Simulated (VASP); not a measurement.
A run of VASP 6.6.1:

INCAR

```
SYSTEM = P
  ALGO = Normal
  DIPOL = 0.5 0.5 0.500
  EDIFF = 1E-6
  ENCUT = 520
  GGA = PE
  IDIPOL = 3
  ISIF = 2
  ISMEAR = 0
  IVDW = 12
  LASPH = .True.
  LCHARG = .False.
  LDIPOL = .True.
  LREAL = .False.
  LWAVE = .False.
  NBANDS = 12
  NELM = 80
  PREC = Accurate
  SIGMA = 0.02
```

The input KPOINTS:

```
k-points
0
Gamma
  9 9 1
  0 0 0
```

POSCAR

```
P
1.0
    3.0100000000      0.0000000000      0.0000000000
   -1.5050000000      2.6067364654      0.0000000000
    0.0000000000      0.0000000000     28.0000000000
P
2
Direct
    0.3333333333      0.6666666667      0.5095357143
    0.6666666667      0.3333333333      0.4904642857
```

Potentials or basis: VASP PAW PBE potentials, release 64 (P).

Launch:

```console
$ cat potpaw_PBE.64/P/POTCAR > POTCAR
$ mpirun -np 1 vasp_std > vasp.out
```

Hardware: 1 thread of Intel(R) Xeon(R) Platinum 8559C (Emerald Rapids) (shared host).

How long does it take, and how much memory?

Run time: 42 s on 1 thread of Intel(R) Xeon(R) Platinum 8559C (Emerald Rapids) (shared host), peak memory 0.33 GiB. Counts: scf iterations 25, k points 12.
